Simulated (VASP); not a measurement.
A run of VASP 6.6.1 is set up as follows.

INCAR

```
PREC     = Accurate       # precision mode
ENCUT    = 520            # plane-wave cutoff, eV
EDIFF    = 1E-7           # SCF threshold, eV
ISMEAR   = 0              # smearing method
SIGMA    = 0.1            # smearing width, eV
LREAL    = False          # projectors in reciprocal space
LASPH    = True           # aspherical terms in the spheres
NELM     = 100            # most SCF steps
ALGO     = Normal         # electronic algorithm
ISIF     = 2              # what is computed and relaxed
LWAVE    = False          # write WAVECAR
LCHARG   = True           # write CHGCAR
GGA      = PE             # functional
LELF     = True           # ELF
LVHAR    = True         
NBANDS   = 31             # bands
```

File KPOINTS:

```
Automatic mesh
0
Gamma
  6 6 6
```

The input POSCAR:

```
Ta3B2N
1.0
    5.3670496500      0.0000000000      0.0000000000
   -2.6835248200      4.6480013400      0.0000000000
    0.0000000000      0.0000000000      2.9708808600
Ta B N
3 2 1
Direct
    0.5000000000      0.0000000000      0.5000000000
    0.0000000000      0.5000000000      0.5000000000
    0.5000000000      0.5000000000      0.5000000000
    0.6666666700      0.3333333300      0.0000000000
    0.3333333300      0.6666666700      0.0000000000
    0.0000000000      0.0000000000      0.0000000000
```

Potentials or basis: VASP PAW PBE potentials, release 64 (Ta_pv, B, N).

Launch:

```console
$ cat potpaw_PBE.64/Ta_pv/POTCAR potpaw_PBE.64/B/POTCAR potpaw_PBE.64/N/POTCAR > POTCAR
$ mpirun -np 1 vasp_std > vasp.out
```

(1) Predict the band gap on the k mesh.

(2) Predict the pressure.

## Answers

(1) zero (band 22 reaches 6.31 eV, above the bottom of band 23 at 5.48 eV).

(2) 46.9 GPa.

Caveat: spin-orbit coupling is left out, which moves the levels of the heavy elements.
